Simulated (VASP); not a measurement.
# N (P6_3/mmc) in VASP: phonons with r2SCAN

Aim: the phonons of N with r2SCAN.

Program: VASP 6.6.1. These are calculated values, not measurements. Logs are shortened: lines on timing, memory, paths and dates and some standing lists are left out, and cuts for length are marked.

## 1. The cell of the first run

It takes space group P6_3/mmc (No. 194, hexagonal). Conventional cell: a = 4.167 Å, b = 4.167 Å, c = 7.006 Å, α = 90.00°, β = 90.00°, γ = 120.00°. Within 1.5 Å of N (site symmetry 3m) lie 1 N at 1.11 Å.

## 2. Phonons, r2SCAN

Contents of INCAR:

```
SYSTEM = N
  PREC = Accurate
  ENCUT = 520
  EDIFF = 1E-8
  ISMEAR = 0
  SIGMA = 0.01
  LREAL = .False.
  LASPH = .True.
  NELM = 80
  ALGO = Normal
  ISIF = 2
  LWAVE = .False.
  LCHARG = .True.
  METAGGA = R2SCAN
  LMIXTAU = .True.
  IBRION = 6
  NFREE = 2
  POTIM = 0.015
  NSW = 1
```

Contents of KPOINTS:

```
Automatic mesh
0
Gamma
  4 4 2
  0 0 0
```

Contents of POSCAR:

```
N
1.0
    4.1672330000      0.0000000000      0.0000000000
   -2.0836160000      3.6089290000      0.0000000000
    0.0000000000      0.0000000000      7.0060040000
N
4
Direct
    0.3333333333      0.6666666667      0.3289300000
    0.3333333333      0.6666666667      0.1710700000
    0.6666666667      0.3333333333      0.8289300000
    0.6666666667      0.3333333333      0.6710700000
```

Potentials or basis: VASP PAW PBE potentials, release 64 (N).

Command:

```bash
$ cat potpaw_PBE.64/N/POTCAR > POTCAR
$ mpirun -np 1 vasp_std > vasp.out
```

OUTCAR:

```text
SYSTEM = N
   PREC = Accurate
   ENCUT = 520
   EDIFF = 1E-8
   ISMEAR = 0
   LREAL = .False.
   LASPH = .True.
   NELM = 80
   ISIF = 2
   METAGGA = R2SCAN
   IBRION = 6
   NFREE = 2
   POTIM = 0.015
   NSW = 1

 ion  position               nearest neighbor table
   1  0.333  0.667  0.329-   2 1.11
   2  0.333  0.667  0.171-   1 1.11
   3  0.667  0.333  0.829-   4 1.11
   4  0.667  0.333  0.671-   3 1.11

  LATTYP: Found a hexagonal cell.
 ALAT       =     4.1672330000
 C/A-ratio  =     1.6812124496

  Lattice vectors:

 A1 = (   4.1672330000,   0.0000000000,   0.0000000000)
 A2 = (  -2.0836160000,   3.6089290000,   0.0000000000)
 A3 = (   0.0000000000,   0.0000000000,   7.0060040000)

Analysis of symmetry for initial positions (statically):
=====================================================================
 Subroutine PRICEL returns:
 Original cell was already a primitive cell.

 Routine SETGRP: Setting up the symmetry group for a
 hexagonal supercell.

 Subroutine GETGRP returns: Found 24 space group operations
 (whereof 12 operations were pure point group operations)
 out of a pool of 24 trial point group operations.

The static configuration has the point symmetry D_3d.
 The point group associated with its full space group is D_6h.

Analysis of symmetry for dynamics (positions and initial velocities):
=====================================================================
 Subroutine PRICEL returns:
 Original cell was already a primitive cell.

 Routine SETGRP: Setting up the symmetry group for a
 hexagonal supercell.

 Subroutine GETGRP returns: Found 24 space group operations
 (whereof 12 operations were pure point group operations)
 out of a pool of 24 trial point group operations.

The dynamic configuration has the point symmetry D_3d.
 The point group associated with its full space group is D_6h.

 Subroutine INISYM returns: Found 24 space group operations
 (whereof 12 operations are pure point group operations),
 and found     1 'primitive' translations

----------------------------------------------------------------------------------------

                                     Primitive cell

  volume of cell :     105.3650

  direct lattice vectors                    reciprocal lattice vectors
     4.167233000  0.000000000  0.000000000     0.239967384  0.138545225  0.000000000
    -2.083616000  3.608929000  0.000000000     0.000000000  0.277090516  0.000000000
     0.000000000  0.000000000  7.006004000     0.000000000  0.000000000  0.142734717

  length of vectors
     4.167233000  4.167232194  7.006004000     0.277090463  0.277090516  0.142734717

  position of ions in fractional coordinates (direct lattice)
     0.333333333  0.666666667  0.328930000
     0.333333333  0.666666667  0.171070000
     0.666666667  0.333333333  0.828930000
     0.666666667  0.333333333  0.671070000

  ion indices of the primitive-cell ions
   primitive index   ion index
                 1           1
                 2           2
                 3           3
                 4           4

----------------------------------------------------------------------------------------

 KPOINTS: Automatic mesh

Automatic generation of k-mesh.
 Grid dimensions read from file:
 generate k-points for:    4    4    2

 Generating k-lattice:

  Cartesian coordinates                     Fractional coordinates (reciprocal lattice)
     0.059991846  0.034636306  0.000000000     0.250000000  0.000000000  0.000000000
     0.000000000  0.069272629  0.000000000     0.000000000  0.250000000  0.000000000
     0.000000000  0.000000000  0.071367359     0.000000000  0.000000000  0.500000000
[... 30 lines left out ...]
 SYSTEM =  N
   PREC   = accura    normal or accurate (medium, high low for compatibility)
   ISTART =      0    job   : 0-new  1-cont  2-samecut
   ICHARG =      2    charge: 1-file 2-atom 10-const
   ISPIN  =      1    spin polarized calculation?
   LNONCOLLINEAR =      F non collinear calculations
   LSORBIT =      F    spin-orbit coupling
   LASPH  =      T    aspherical Exc in radial PAW
   ENCUT  =  520.0 eV  38.22 Ry    6.18 a.u.   7.75  7.75 13.03*2*pi/ulx,y,z
   NELM   =     80;   NELMIN=  2; NELMDL= -5     # of ELM steps
   EDIFF  = 0.1E-07   stopping-criterion for ELM
   LREAL  =      F    real-space projection
   EDIFFG = 0.1E-06   stopping-criterion for IOM
   NSW    =     85    number of steps for IOM
   IBRION =      6    ionic relax: 0-MD 1-quasi-New 2-CG
   NFREE  =      2    steps in history (QN), initial steepest desc. (CG)
   ISIF   =      2    stress and relaxation
   ISYM   =      2    0-nonsym 1-usesym 2-fastsym
   POTIM  = 0.0150    time-step for ionic-motion
   TEBEG  =    0.0;   TEEND  =   0.0 temperature during run
   PSTRESS=    0.0 pullay stress
   NELECT =      20.0000    total number of electrons
   NUPDOWN=      -1.0000    fix difference up-down
   EMIN   =  10.00;   EMAX   =-10.00  energy-range for DOS
   EFERMI =   0.00;   METHOD = LEGACY
   ISMEAR =     0;   SIGMA  =   0.01  broadening in eV -4-tet -1-fermi 0-gaus
   EFERMI_NEDOS =   21; number of points for ismear=-14 and -15
   IALGO  =     38    algorithm
   IMIX   =      4    mixing-type and parameters
     AMIX     =   0.40;   BMIX     =  1.00
     AMIX_MAG =   1.60;   BMIX_MAG =  1.00
  volume/ion in A,a.u.               =      26.34       177.76
  Fermi-wavevector in a.u.,A,eV,Ry     =   0.940848  1.777944 12.043801  0.885194
  Thomas-Fermi vector in A             =   2.068300
   LORBIT       =      0    0 simple, 1 ext, 2 COOP (PROOUT), +10 PAW based schemes
   METAGGA = R2SCAN    functional components
   LHFCALC =     F    Hartree Fock is set to
   AEXX    =    0.0000 exact exchange contribution
   IVDW    =     0    specifies the selected vdW correction
   LEPSILON=     F    determine dielectric tensor
   LRPA    =     F    only Hartree local field effects (RPA)
 finite differences with symmetry
 non-spin polarized calculation
 Gauss-broadening in eV      SIGMA  =   0.01
  energy-cutoff  :      520.00
  volume of cell :      105.37
 maximum number of plane-waves:      2882
 NGX is ok and might be reduce to    32
   NGX = 15   NGY = 15   NGZ = 27

--------------------------------------- Ionic step        1  -------------------------------------------

 number of electron      20.0000001 magnetization

 Free energy of the ion-electron system (eV)
  ---------------------------------------------------
  ext. energy  EPLUGINS =         0.00000000
  ---------------------------------------------------
  free energy    TOTEN  =       -36.45119363 eV

  energy without entropy =      -36.45119363  energy(sigma->0) =      -36.45119363

------------------------ aborting loop because EDIFF is reached ----------------------------------------

  FORCE on cell =-STRESS in cart. coord.  units (eV):
  Direction    XX          YY          ZZ          XY          YZ          ZX
  --------------------------------------------------------------------------------------
  -------------------------------------------------------------------------------------
  Total       -0.1607753     -0.1607752      0.3361077     -0.0000000      0.0000000     -0.0000000
  in kB       -2.4447440     -2.4447431      5.1108437     -0.0000003      0.0000000     -0.0000000
  external PRESSURE =       0.0737856 kB  Pullay stress =       0.0000000 kB
[... 139 lines left out ...]
--------------------------------------- Ionic step        5  -------------------------------------------

 number of electron      20.0000001 magnetization

 Free energy of the ion-electron system (eV)
  ---------------------------------------------------
  ext. energy  EPLUGINS =         0.00000000
  ---------------------------------------------------
  free energy    TOTEN  =       -36.42974622 eV

  energy without entropy =      -36.42974622  energy(sigma->0) =      -36.42974622

 E-fermi :  -7.2413     XC(G=0):  -5.8975

 val. band max:       -7.2835316508   @ k =   0.0000   0.0000   0.0000
 cond. band min:       0.6077385291   @ k =   0.2500   0.2500   0.0000
 fundamental gap:      7.8912701799
 Fermi energy:        -7.2413035522

 k-point     1 :       0.0000    0.0000    0.0000
  band No.  band energies     occupation
      1     -26.9966      2.00000
      2     -26.7387      2.00000
      3     -11.6648      2.00000
      4     -10.9407      2.00000
      5      -9.0340      2.00000
      6      -9.0340      2.00000
      7      -8.8616      2.00000
      8      -8.8616      2.00000
      9      -8.3459      2.00000
     10      -7.2835      2.00000
     11       1.2614      0.00000
     12       1.2614      0.00000
     13       1.7794      0.00000
     14       1.7794      0.00000
[... 148 lines left out ...]
  FREE ENERGIE OF THE ION-ELECTRON SYSTEM (eV)
  ---------------------------------------------------
  free  energy   TOTEN  =       -36.4297462185 eV

  energy  without entropy=      -36.4297462185  energy(sigma->0) =      -36.42974622

 INTERNAL STRAIN TENSORS FROM DISPLACED ATOMS
 ============================================

 INTERNAL STRAIN TENSOR FOR ION    1 for displacements in x,y,z  (eV/Angst):
          X           Y           Z          XY          YZ          ZX
  --------------------------------------------------------------------------------
  x    -0.00000     0.00000     0.00000    -0.12424     0.00000     0.43476
  y    -0.12424     0.12424     0.00000     0.00000     0.43515     0.00000
  z     0.63932     0.63932  -177.07442     0.00000     0.00000     0.00000

 INTERNAL STRAIN TENSOR FOR ION    4 for displacements in x,y,z  (eV/Angst):
          X           Y           Z          XY          YZ          ZX
  --------------------------------------------------------------------------------
  x     0.00000    -0.00000     0.00000     0.12424    -0.00000    -0.43476
  y     0.12424    -0.12424    -0.00000    -0.00000    -0.43515    -0.00000
  z    -0.63932    -0.63932   177.07442    -0.00000     0.00000     0.00000

 Eigenvectors and eigenvalues of the dynamical matrix
 ----------------------------------------------------

   1 f  =   75.150249 THz   472.182937 2PiTHz 2506.742465 cm-1   310.796315 meV
             X         Y         Z           dx          dy          dz
      0.000000  2.405953  2.304485    -0.000000   -0.000000    0.500000
      0.000000  2.405953  1.198517     0.000000    0.000000   -0.500000
      2.083617  1.202976  5.807487     0.000000    0.000000   -0.500000
      2.083617  1.202976  4.701519     0.000000    0.000000    0.500000
[... 71 lines left out ...]
  12 f/i=    2.801627 THz    17.603143 2PiTHz   93.452223 cm-1    11.586594 meV
             X         Y         Z           dx          dy          dz
      0.000000  2.405953  2.304485     0.472853    0.162512    0.000000
      0.000000  2.405953  1.198517    -0.472853   -0.162512    0.000000
      2.083617  1.202976  5.807487    -0.472853   -0.162512    0.000000
      2.083617  1.202976  4.701519     0.472853    0.162512    0.000000

 ELASTIC MODULI CONTR FROM IONIC RELAXATION (kBar)
 Direction    XX          YY          ZZ          XY          YZ          ZX
 --------------------------------------------------------------------------------
 XX          -5.7166      5.5628     21.2995     -0.0000     -0.0000     -0.0000
 YY           5.5628     -5.7166     21.2995     -0.0000      0.0000      0.0000
 ZZ          21.2995     21.2995  -5899.4371      0.0000     -0.0000      0.0000
 XY          -0.0000     -0.0000      0.0000     -5.6397     -0.0000      0.0000
 YZ          -0.0000      0.0000     -0.0000     -0.0000      0.0000      0.0000
 ZX          -0.0000      0.0000      0.0000      0.0000     -0.0000     -0.0000
 --------------------------------------------------------------------------------
```

Wall time 9.6 min (1 thread of Intel Xeon Platinum 8259CL at 2.50GHz (Skylake/Cascade Lake), shared host); peak memory 0.25 GiB.

Results:

```yaml
Highest_phonon_frequency_at_Γ: 2507 cm⁻¹
Most_unstable_mode: 93i cm⁻¹
```

Phonon frequencies in cm⁻¹ (negative: imaginary):
| q point | frequencies |
| --- | --- |
| (0.000, 0.000, 0.000) | -93 -93 -22 -22 0 0 0 57 57 65 2506 2507 |

Caveat: the k points lie up to 0.45 Å⁻¹ apart; some modes are imaginary; the standard files for N, O and F lose accuracy on very short bonds; the PAW data sets were made with another functional, which shifts forces and pressure a little.
